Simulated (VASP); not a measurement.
Runs of VASP 6.6.1 on C. The structure is that of space group Fd-3m (No. 227), or close to it. The cells are those of the table. 

```csv
task,cell,k mesh,cutoff (eV),smearing,gap on the mesh (eV),pressure (GPa)
single point,"a = 2.526 Å, angles 60.0°, 2 atoms",8 × 8 × 8,520,gaussian 0.1 eV,4.12,(a)
single point,"a = 3.049 Å, angles 60.0°, 2 atoms",8 × 8 × 8,520,gaussian 0.1 eV,2.63,(b)
single point,"a = 2.526 Å, angles 60.0°, 2 atoms",12 × 12 × 12,600,gaussian 0.02 eV,4.14,0.0
relaxation of cell and atoms,"relaxed from a = 3.049 Å, angles 60.0°, 2 atoms",8 × 8 × 8,600,gaussian 0.1 eV,4.13,1.0
relaxation of cell and atoms,"relaxed from a = 2.526 Å, angles 60.0°, 2 atoms",12 × 12 × 12,600,gaussian 0.02 eV,4.14,0.0
```

Alike in all rows: level PBE; potentials or basis VASP PAW PBE potentials, release 64 (C); no spin polarisation.

Estimate the missing entries.

(a) 0.6; (b) -78.4.

Caveats: the cell stands under tension (at least some runs); the relaxation stopped at its first step, so nothing moved (at least some runs).

A k mesh can miss the band edges.
